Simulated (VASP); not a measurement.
# TiAl3 (I4/mmm) in VASP: a series of runs

The runs below take TiAl3 through single point, relaxation of cell and atoms, with PBE.

Program: VASP 6.6.1. These are calculated values, not measurements. Logs are shortened: lines on timing, memory, paths and dates and some standing lists are left out, and cuts for length are marked.

**1. The cell of the first run**

The structure is tetragonal, space group I4/mmm (No. 139). Conventional cell: a = 3.769 Å, b = 3.769 Å, c = 8.438 Å, α = 90.00°, β = 90.00°, γ = 90.00°. Ti (site symmetry 4/mmm) has 12 Al at 2.66 to 2.83 Å within 3.5 Å. Within 3.5 Å of Al (site symmetry 4/mmm) lie 4 Ti at 2.66 Å and 8 Al at 2.83 Å. Al (site symmetry -4m2) has 8 Al at 2.66 to 2.83 Å and 4 Ti at 2.83 Å within 3.5 Å.

**2. Single point, PBE (14.98 Å³/atom)**

INCAR reads:

```
SYSTEM = TiAl3
ALGO = Fast
EDIFF = 1E-7
ENCUT = 520
GGA = PE
ISIF = 2
ISMEAR = 0
LASPH = .True.
LCHARG = .False.
LREAL = .False.
LWAVE = .False.
NBANDS = 18
NELM = 80
PREC = Accurate
SIGMA = 0.1
```

KPOINTS reads:

```
k-points
0
Gamma
  18 18 18
  0 0 0
```

POSCAR reads:

```
TiAl3
1.0
   -1.8843663844      1.8843663844      4.2192124538
    1.8843663844     -1.8843663844      4.2192124538
    1.8843663844      1.8843663844     -4.2192124538
Ti Al
1 3
Direct
    0.0000000000      0.0000000000      0.0000000000
    0.5000000000      0.5000000000      0.0000000000
    0.7500000000      0.2500000000      0.5000000000
    0.2500000000      0.7500000000      0.5000000000
```

Potentials or basis: VASP PAW PBE potentials, release 64 (Ti_sv, Al).

On the command line:

```sh
cat potpaw_PBE.64/Ti_sv/POTCAR potpaw_PBE.64/Al/POTCAR > POTCAR
mpirun -np 1 vasp_std > vasp.out
```

OUTCAR:

```text
SYSTEM = TiAl3
   EDIFF = 1E-7
   ENCUT = 520
   GGA = PE
   ISIF = 2
   ISMEAR = 0
   LASPH = .True.
   LREAL = .False.
   NELM = 80
   PREC = Accurate

 ion  position               nearest neighbor table
   1  0.000  0.000  0.000-   2 2.66   2 2.66   2 2.66   2 2.66   4 2.83   3 2.83   4 2.83   4 2.83
                             3 2.83   3 2.83   4 2.83   3 2.83
   2  0.500  0.500  0.000-   1 2.66   1 2.66   1 2.66   1 2.66   4 2.83   3 2.83   4 2.83   3 2.83
                             4 2.83   4 2.83   3 2.83   3 2.83
   3  0.750  0.250  0.500-   4 2.66   4 2.66   4 2.66   4 2.66   2 2.83   1 2.83   2 2.83   1 2.83
                             2 2.83   2 2.83   1 2.83   1 2.83
   4  0.250  0.750  0.500-   3 2.66   3 2.66   3 2.66   3 2.66   2 2.83   1 2.83   2 2.83   2 2.83
                             1 2.83   1 2.83   2 2.83   1 2.83

  LATTYP: Found a body centered tetragonal cell.
 ALAT       =     3.7687327688
 C/A-ratio  =     2.2390616224

  Lattice vectors:

 A1 = (  -1.8843663844,   1.8843663844,   4.2192124538)
 A2 = (   1.8843663844,  -1.8843663844,   4.2192124538)
 A3 = (   1.8843663844,   1.8843663844,  -4.2192124538)

Analysis of symmetry for initial positions (statically):
=====================================================================
 Subroutine PRICEL returns:
 Original cell was already a primitive cell.

 Routine SETGRP: Setting up the symmetry group for a
 body centered tetragonal supercell.

 Subroutine GETGRP returns: Found 16 space group operations
 (whereof 16 operations were pure point group operations)
 out of a pool of 16 trial point group operations.

The static configuration has the point symmetry D_4h.

Analysis of symmetry for dynamics (positions and initial velocities):
=====================================================================
 Subroutine PRICEL returns:
 Original cell was already a primitive cell.

 Routine SETGRP: Setting up the symmetry group for a
 body centered tetragonal supercell.

 Subroutine GETGRP returns: Found 16 space group operations
 (whereof 16 operations were pure point group operations)
 out of a pool of 16 trial point group operations.

The dynamic configuration has the point symmetry D_4h.

 Subroutine INISYM returns: Found 16 space group operations
 (whereof 16 operations are pure point group operations),
 and found     1 'primitive' translations

----------------------------------------------------------------------------------------

                                     Primitive cell

  volume of cell :      59.9269

  direct lattice vectors                    reciprocal lattice vectors
    -1.884366384  1.884366384  4.219212454     0.000000000  0.265341180  0.118505528
     1.884366384 -1.884366384  4.219212454     0.265341180  0.000000000  0.118505528
     1.884366384  1.884366384 -4.219212454     0.265341180  0.265341180  0.000000000

  length of vectors
     4.990333363  4.990333363  4.990333363     0.290601965  0.290601965  0.375249095

  position of ions in fractional coordinates (direct lattice)
     0.000000000  0.000000000  0.000000000
     0.500000000  0.500000000  0.000000000
     0.750000000  0.250000000  0.500000000
     0.250000000  0.750000000  0.500000000

  ion indices of the primitive-cell ions
   primitive index   ion index
                 1           1
                 2           2
                 3           3
                 4           4

----------------------------------------------------------------------------------------

 KPOINTS: k-points

Automatic generation of k-mesh.
 Grid dimensions read from file:
 generate k-points for:   18   18   18

 Generating k-lattice:

  Cartesian coordinates                     Fractional coordinates (reciprocal lattice)
     0.000000000  0.014741177  0.006583640     0.055555556  0.000000000  0.000000000
     0.014741177  0.000000000  0.006583640     0.000000000  0.055555556  0.000000000
     0.014741177  0.014741177  0.000000000     0.000000000  0.000000000  0.055555556

  Length of vectors
     0.016144554  0.016144554  0.020847172

  Shift w.r.t. Gamma in fractional coordinates (k-lattice)
     0.000000000  0.000000000  0.000000000

 Subroutine IBZKPT returns following result:
 ===========================================

 Found    480 irreducible k-points:

 Following reciprocal coordinates:
            Coordinates               Weight
  0.000000  0.000000  0.000000      1.000000
  0.055556  0.000000  0.000000      8.000000
  0.111111  0.000000  0.000000      8.000000
  0.166667 -0.000000  0.000000      8.000000
  0.222222 -0.000000  0.000000      8.000000
  0.277778 -0.000000  0.000000      8.000000
[... 16 lines left out ...]
 -0.277778  0.055556 -0.000000     16.000000
 -0.222222  0.055556 -0.000000     16.000000
 [... further k-points ...]
   k-points           NKPTS =    480   k-points in BZ     NKDIM =    480   number of bands    NBANDS=     18
   number of dos      NEDOS =    301   number of ions     NIONS =      4
   total plane-waves  NPLWV =  64000
   dimension x,y,z NGX =    40 NGY =   40 NGZ =   40
   dimension x,y,z NGXF=    80 NGYF=   80 NGZF=   80
   ions per type =               1   3
   NGX,Y,Z   is equivalent  to a cutoff of  13.33, 13.33, 13.33 a.u.
   NGXF,Y,Z  is equivalent  to a cutoff of  26.65, 26.65, 26.65 a.u.
 SYSTEM =  TiAl3
   PREC   = accura    normal or accurate (medium, high low for compatibility)
   ISTART =      0    job   : 0-new  1-cont  2-samecut
   ICHARG =      2    charge: 1-file 2-atom 10-const
   ISPIN  =      1    spin polarized calculation?
   LNONCOLLINEAR =      F non collinear calculations
   LSORBIT =      F    spin-orbit coupling
   LASPH  =      T    aspherical Exc in radial PAW
   ENCUT  =  520.0 eV  38.22 Ry    6.18 a.u.   9.28  9.28  9.28*2*pi/ulx,y,z
   NELM   =     80;   NELMIN=  2; NELMDL= -5     # of ELM steps
   EDIFF  = 0.1E-06   stopping-criterion for ELM
   LREAL  =      F    real-space projection
   EDIFFG = 0.1E-05   stopping-criterion for IOM
   NSW    =      0    number of steps for IOM
   IBRION =     -1    ionic relax: 0-MD 1-quasi-New 2-CG
   NFREE  =      0    steps in history (QN), initial steepest desc. (CG)
   ISIF   =      2    stress and relaxation
   ISYM   =      2    0-nonsym 1-usesym 2-fastsym
   POTIM  = 0.5000    time-step for ionic-motion
   TEBEG  =    0.0;   TEEND  =   0.0 temperature during run
   PSTRESS=    0.0 pullay stress
   NELECT =      21.0000    total number of electrons
   NUPDOWN=      -1.0000    fix difference up-down
   EMIN   =  10.00;   EMAX   =-10.00  energy-range for DOS
   EFERMI =   0.00;   METHOD = LEGACY
   ISMEAR =     0;   SIGMA  =   0.10  broadening in eV -4-tet -1-fermi 0-gaus
   EFERMI_NEDOS =   21; number of points for ismear=-14 and -15
   IALGO  =     68    algorithm
   IMIX   =      4    mixing-type and parameters
     AMIX     =   0.40;   BMIX     =  1.00
     AMIX_MAG =   1.60;   BMIX_MAG =  1.00
  volume/ion in A,a.u.               =      14.98       101.10
  Fermi-wavevector in a.u.,A,eV,Ry     =   1.154181  2.181086 18.124779  1.332134
  Thomas-Fermi vector in A             =   2.290819
   LORBIT       =      0    0 simple, 1 ext, 2 COOP (PROOUT), +10 PAW based schemes
   GGA     = PE    functional components
   LHFCALC =     F    Hartree Fock is set to
   AEXX    =    0.0000 exact exchange contribution
   IVDW    =     0    specifies the selected vdW correction
   LEPSILON=     F    determine dielectric tensor
   LRPA    =     F    only Hartree local field effects (RPA)
 non-spin polarized calculation
 RMM-DIIS sequential band-by-band and
 Gauss-broadening in eV      SIGMA  =   0.10
  energy-cutoff  :      520.00
  volume of cell :       59.93
 maximum number of plane-waves:      1630
 NGX is ok and might be reduce to    40
   NGX = 19   NGY = 19   NGZ = 19

 number of electron      21.0000001 magnetization

 Free energy of the ion-electron system (eV)
  ---------------------------------------------------
  ext. energy  EPLUGINS =         0.00000000
  ---------------------------------------------------
  free energy    TOTEN  =       -20.58184582 eV

  energy without entropy =      -20.57368683  energy(sigma->0) =      -20.57776632

 E-fermi :   8.8052     XC(G=0): -10.9666

 val. band max:        8.8049841155   @ k =  -0.3333  -0.3333   0.2778
 cond. band min:       8.8053308155   @ k =  -0.1667  -0.2222   0.0556
 fundamental gap:      0.0003467000
 Fermi energy:         8.8051665427

 k-point     1 :       0.0000    0.0000    0.0000
  band No.  band energies     occupation
      1     -47.5176      2.00000
      2     -23.8462      2.00000
      3     -23.8462      2.00000
      4     -23.7672      2.00000
      5      -1.5511      2.00000
      6       5.9050      2.00000
[... 10 lines left out ...]
     17      12.8392      0.00000
     18      12.8702      0.00000

 k-point     2 :       0.0556    0.0000    0.0000
  band No.  band energies     occupation
      1     -47.5176      2.00000
      2     -23.8472      2.00000
      3     -23.8461      2.00000
      4     -23.7672      2.00000
      5      -1.5112      2.00000
      6       5.6585      2.00000
[... 10 lines left out ...]
     17      12.8754      0.00000
     18      13.0826      0.00000

 k-point     3 :       0.1111    0.0000    0.0000
  band No.  band energies     occupation
      1     -47.5174      2.00000
      2     -23.8502      2.00000
      3     -23.8459      2.00000
      4     -23.7670      2.00000
      5      -1.3917      2.00000
      6       5.3468      2.00000
[... 10 lines left out ...]
     17      12.9112      0.00000
     18      13.6574      0.00000

 k-point     4 :       0.1667   -0.0000    0.0000
  band No.  band energies     occupation
      1     -47.5172      2.00000
      2     -23.8547      2.00000
      3     -23.8456      2.00000
      4     -23.7669      2.00000
      5      -1.1939      2.00000
      6       5.0271      2.00000
[... 10 lines left out ...]
     17      13.0188      0.00000
     18      14.3867      0.00000

 k-point     5 :       0.2222   -0.0000    0.0000
  band No.  band energies     occupation
      1     -47.5169      2.00000
      2     -23.8603      2.00000
      3     -23.8453      2.00000
      4     -23.7666      2.00000
      5      -0.9196      2.00000
      6       4.6449      2.00000
[... 10 lines left out ...]
     17      13.2693      0.00000
     18      14.7645      0.00000

 k-point     6 :       0.2778   -0.0000    0.0000
  band No.  band energies     occupation
      1     -47.5166      2.00000
      2     -23.8662      2.00000
      3     -23.8449      2.00000
      4     -23.7664      2.00000
      5      -0.5718      2.00000
      6       4.1281      2.00000
[... 10 lines left out ...]
     17      13.6716      0.00000
     18      14.5968      0.00000

 k-point     7 :       0.3333   -0.0000    0.0000
  band No.  band energies     occupation
      1     -47.5164      2.00000
      2     -23.8718      2.00000
      3     -23.8445      2.00000
      4     -23.7661      2.00000
      5      -0.1540      2.00000
      6       3.4950      2.00000
[... 10 lines left out ...]
     17      13.8904      0.00000
     18      14.4817      0.00000

 k-point     8 :       0.3889   -0.0000    0.0000
  band No.  band energies     occupation
      1     -47.5161      2.00000
      2     -23.8763      2.00000
      3     -23.8442      2.00000
      4     -23.7659      2.00000
      5       0.3281      2.00000
      6       2.8199      2.00000
[... 10 lines left out ...]
     17      13.7037      0.00000
     18      14.9617      0.00000
[... 229 lines left out ...]
     17      13.8274      0.00000
     18      15.0492      0.00000

 k-point    20 :      -0.4444    0.0556   -0.0000
  band No.  band energies     occupation
      1     -47.5159      2.00000
      2     -23.8791      2.00000
      3     -23.8450      2.00000
      4     -23.7656      2.00000
      5       0.8102      2.00000
      6       2.2890      2.00000
[... 10 lines left out ...]
     17      13.8612      0.00000
     18      15.0224      0.00000

 k-point    21 :      -0.3889    0.0556   -0.0000
  band No.  band energies     occupation
      1     -47.5161      2.00000
      2     -23.8761      2.00000
      3     -23.8452      2.00000
      4     -23.7657      2.00000
      5       0.2823      2.00000
      6       2.9579      2.00000
[... 10 lines left out ...]
     17      14.0114      0.00000
     18      14.4512      0.00000

 k-point    22 :      -0.3333    0.0556   -0.0000
  band No.  band energies     occupation
      1     -47.5163      2.00000
      2     -23.8716      2.00000
      3     -23.8455      2.00000
      4     -23.7659      2.00000
      5      -0.1896      2.00000
      6       3.6408      2.00000
[... 10 lines left out ...]
     17      13.8295      0.00000
     18      14.1958      0.00000

 k-point    23 :      -0.2778    0.0556   -0.0000
  band No.  band energies     occupation
      1     -47.5166      2.00000
      2     -23.8661      2.00000
      3     -23.8459      2.00000
      4     -23.7661      2.00000
      5      -0.5959      2.00000
      6       4.2981      2.00000
[... 10 lines left out ...]
     17      13.3858      0.00000
     18      14.2457      0.00000

 k-point    24 :      -0.2222    0.0556   -0.0000
  band No.  band energies     occupation
      1     -47.5169      2.00000
      2     -23.8602      2.00000
      3     -23.8463      2.00000
      4     -23.7664      2.00000
      5      -0.9317      2.00000
      6       4.8736      2.00000
[... 10 lines left out ...]
     17      13.3370      0.00000
     18      14.4883      0.00000

 [... further k-points ...]
[... 5 lines left out ...]
  --------------------------------------------------------------------------------------
  -------------------------------------------------------------------------------------
  Total        2.7679452      2.7679452      2.7380518      0.0000000      0.0000000      0.0000000
  in kB       74.0024302     74.0024302     73.2032163      0.0000000      0.0000000      0.0000000
  external PRESSURE =      73.7360256 kB  Pullay stress =       0.0000000 kB

 VOLUME and BASIS-vectors are now :
 -----------------------------------------------------------------------------
  energy-cutoff  :      520.00
  volume of cell :       59.93
      direct lattice vectors                 reciprocal lattice vectors
    -1.884366384  1.884366384  4.219212454     0.000000000  0.265341180  0.118505528
     1.884366384 -1.884366384  4.219212454     0.265341180  0.000000000  0.118505528
     1.884366384  1.884366384 -4.219212454     0.265341180  0.265341180  0.000000000

 POSITION                                       TOTAL-FORCE (eV/Angst)
 -----------------------------------------------------------------------------------
      0.00000      0.00000      0.00000        -0.000000      0.000000     -0.000000
      0.00000      0.00000      4.21921        -0.000000      0.000000     -0.000000
     -0.00000      1.88437      2.10961        -0.000000     -0.000000     -0.000000
      1.88437     -0.00000      2.10961         0.000000      0.000000      0.000000
 -----------------------------------------------------------------------------------
    total drift:                               -0.000000     -0.000000     -0.000000

  FREE ENERGIE OF THE ION-ELECTRON SYSTEM (eV)
  ---------------------------------------------------
  free  energy   TOTEN  =       -20.5818458164 eV

  energy  without entropy=      -20.5736868324  energy(sigma->0) =      -20.57776632
```

It took 23 min on 1 thread of Intel Xeon 6975P-C (Granite Rapids), shared host; peak memory 0.63 GiB.

What came out:

```yaml
Free_energy: -20.5818 eV
Pressure: 7.4 GPa
Band_gap_on_the_k_mesh: zero (an odd number of electrons rules out a gap without spin polarisation)
```

Stress tensor (GPa, compression positive):
```
7.40 0.00 0.00
0.00 7.40 0.00
0.00 0.00 7.32
```

Caveat: the cell stands under pressure.

**3. Relaxation of cell and atoms, PBE**

This run uses another cell than the first one, of 15.63 Å³/atom.

INCAR reads:

```
SYSTEM = TiAl3
  PREC = Accurate
  ENCUT = 600
  EDIFF = 1E-6
  ISMEAR = 0
  SIGMA = 0.1
  LREAL = .False.
  LASPH = .True.
  NELM = 100
  ALGO = Fast
  ISIF = 3
  LWAVE = .False.
  LCHARG = .False.
  GGA = PE
  IBRION = 2
  NSW = 100
  EDIFFG = -0.01
```

KPOINTS reads:

```
Automatic mesh
0
Gamma
  18 18 18
  0 0 0
```

POSCAR reads:

```
TiAl3
1.0
   -1.9111068200      1.9111068200      4.2806687400
    1.9111068200     -1.9111068200      4.2806687400
    1.9111068200      1.9111068200     -4.2806687400
Ti Al
1 3
Direct
    0.0000000000      0.0000000000      0.0000000000
    0.5000000000      0.5000000000      0.0000000000
    0.7500000000      0.2500000000      0.5000000000
    0.2500000000      0.7500000000      0.5000000000
```

Potentials or basis: VASP PAW PBE potentials, release 64 (Ti_sv, Al).

On the command line:

```sh
cat potpaw_PBE.64/Ti_sv/POTCAR potpaw_PBE.64/Al/POTCAR > POTCAR
mpirun -np 1 vasp_std > vasp.out
```

Run time: 2.1 h. Hardware: 1 thread of Oxide Virtual Turin-like, shared host; peak memory 0.66 GiB.

It converged, with:

- Free energy: -20.6658 eV
- Relaxed volume: 15.93 Å³/atom
- Relaxed cell: a = 5.095 Å, b = 5.095 Å, c = 5.095 Å, α = 135.65°, β = 135.65°, γ = 64.52°
- Space group after relaxing (to 0.1 Å): I4/mmm (No. 139)
- Energy gained by relaxing: 1.9 meV/atom
- Ionic steps: 3
- Pressure after relaxing: 0.0 GPa
- Band gap on the k mesh: zero (an odd number of electrons rules out a gap without spin polarisation)

Stress tensor (GPa, compression positive):
```
-0.07  0.00  0.00
 0.00 -0.07  0.00
 0.00  0.00  0.05
```

The path:
```tsv
step	energy change (eV)	largest force (eV/Å)	pressure (GPa)	volume (Å³)
1	0.0000	0.0000	2.07	62.54
2	-0.0054	0.0000	-1.05	64.38
3	-0.0076	0.0000	-0.03	63.73
```

Final structure:
```cif
data_structure
_symmetry_space_group_name_H-M 'P 1'
_symmetry_Int_Tables_number 1
_cell_length_a 5.0948
_cell_length_b 5.0948
_cell_length_c 5.0948
_cell_angle_alpha 135.649
_cell_angle_beta 135.649
_cell_angle_gamma 64.524
_cell_volume 63.73
loop_
_atom_site_label
_atom_site_type_symbol
_atom_site_fract_x
_atom_site_fract_y
_atom_site_fract_z
_atom_site_occupancy
Ti1 Ti 0.00000 0.00000 0.00000 1
Al1 Al 0.50000 0.50000 0.00000 1
Al2 Al 0.75000 0.25000 0.50000 1
Al3 Al 0.25000 0.75000 0.50000 1
```

Levels at points of the mesh, in eV from the Fermi level:
| k point | band 8 | band 9 | band 10 | band 11 | band 12 | band 13 | band 14 |
| --- | --- | --- | --- | --- | --- | --- | --- |
| (0.00, 0.00, 0.00) | -1.37 | -1.21 | -1.21 | 0.82 | 1.71 | 1.71 | 2.23 |
| (0.50, 0.00, 0.00) | -2.96 | -1.05 | -0.25 | 0.50 | 1.78 | 2.06 | 3.13 |
| (0.50, 0.50, 0.00) | -3.73 | -2.70 | -2.20 | -0.97 | 1.73 | 1.91 | 2.78 |
| (0.50, 0.50, 0.50) | -0.93 | -0.93 | -0.23 | 0.70 | 0.70 | 0.93 | 3.05 |
